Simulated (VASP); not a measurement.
Write the native input for VASP 6.6.1 that does the following.

```
Task                   : single point
Functional             : r2SCAN
Potentials or basis    : VASP PAW PBE potentials, release 64 (Zn, S)
Cutoff                 : 520 eV
k mesh                 : 6 × 6 × 6
Occupations            : gaussian, width 0.01 eV
Spin                   : no spin polarisation
Dipole correction      : no
Further INCAR settings : ALGO = Normal; EDIFF = 1e-06; NBANDS = 16
```

ZnS:

```xyz
2
Lattice="0.0000 2.6941 2.6941 2.6941 0.0000 2.6941 2.6941 2.6941 0.0000" Properties=species:S:1:pos:R:3 pbc="T T T"
Zn    0.0000    0.0000    0.0000
S     1.3470    1.3470    1.3470
```

One way to write it, as run:

POSCAR

```
ZnS
1.0
    0.0000000000      2.6940858343      2.6940858343
    2.6940858343      0.0000000000      2.6940858343
    2.6940858343      2.6940858343      0.0000000000
Zn S
1 1
Direct
    0.0000000000      0.0000000000      0.0000000000
    0.2500000000      0.2500000000      0.2500000000
```

INCAR.step1

```
  PREC = Accurate
  ENCUT = 520
  ISMEAR = 0
  SIGMA = 0.01
  LREAL = False
  LASPH = True
  NELM = 100
  NBANDS = 16
  GGA = PE
  ALGO = Normal
  EDIFF = 1E-4
  LWAVE = True
  LCHARG = False
```

INCAR.step2

```
  PREC = Accurate
  ENCUT = 520
  EDIFF = 1E-6
  ISMEAR = 0
  SIGMA = 0.01
  LREAL = False
  LASPH = True
  NELM = 100
  ALGO = Normal
  ISIF = 2
  LWAVE = False
  LCHARG = True
  METAGGA = R2SCAN
  LMIXTAU = True
  LELF = True
  LVHAR = True
  NBANDS = 16
  ISTART = 1
```

KPOINTS

```
regular mesh
0
Gamma
  6 6 6
```

Potentials or basis: VASP PAW PBE potentials, release 64 (Zn, S).

Run with:

```bash
$ cat potpaw_PBE.64/Zn/POTCAR potpaw_PBE.64/S/POTCAR > POTCAR
$ cp INCAR.step1 INCAR
$ mpirun -np 1 vasp_std > vasp.out
$ cp INCAR.step2 INCAR
$ mpirun -np 1 vasp_std > vasp.out
```

It gave:

* Pressure: 0.1 GPa
* Band gap on the k mesh: 2.71 eV

Caveat: the PAW data sets were made with another functional, which shifts forces and pressure a little.

Run time: 19 s on 1 thread of Intel(R) Xeon(R) 6975P-C (Granite Rapids) (shared host), peak memory 0.16 GiB.
